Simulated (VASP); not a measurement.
A run of VASP 6.6.1:

File INCAR:

```
PREC     = Accurate       # precision mode
ENCUT    = 520            # plane-wave cutoff, eV
EDIFF    = 1E-6           # SCF threshold, eV
ISMEAR   = 0              # smearing method
SIGMA    = 0.2            # smearing width, eV
LREAL    = F              # projectors in reciprocal space
LASPH    = T              # aspherical terms in the spheres
NELM     = 100            # most SCF steps
ALGO     = Fast           # electronic algorithm
ISIF     = 2              # what is computed and relaxed
LWAVE    = F              # write WAVECAR
LCHARG   = T              # write CHGCAR
GGA      = PE             # functional
LELF     = T              # ELF
LVHAR    = T            
NBANDS   = 70             # bands
```

Contents of KPOINTS:

```
Automatic mesh
0
Gamma
  6 4 2
```

The input POSCAR:

```
Bi
1.0
    0.0000000000      0.0000000000     -3.2904808853
    0.0000000000     -6.5387686775      0.0000000000
  -13.0275423225      0.0000000000      0.0000000000
Bi
8
Direct
    0.5566531657      0.0000000000      0.8750000000
    0.5566531657      0.5000000000      0.8750000000
    0.5566531657      0.0000000000      0.3750000000
    0.5566531657      0.5000000000      0.3750000000
    0.4433468343      0.0000000000      0.6250000000
    0.4433468343      0.5000000000      0.6250000000
    0.4433468343      0.0000000000      0.1250000000
    0.4433468343      0.5000000000      0.1250000000
```

Potentials or basis: VASP PAW PBE potentials, release 64 (Bi_d).

Run with:

```bash
$ cat potpaw_PBE.64/Bi_d/POTCAR > POTCAR
$ mpirun -np 1 vasp_std > vasp.out
```

Hardware: 1 thread of Intel(R) Xeon(R) Platinum 8259CL CPU @ 2.50GHz (Skylake/Cascade Lake) (shared host).

Q: How long does it take, and how much memory?

A: Run time: 7.3 min on 1 thread of Intel(R) Xeon(R) Platinum 8259CL CPU @ 2.50GHz (Skylake/Cascade Lake) (shared host), peak memory 0.51 GiB. Counts: scf iterations 14, k points 24.
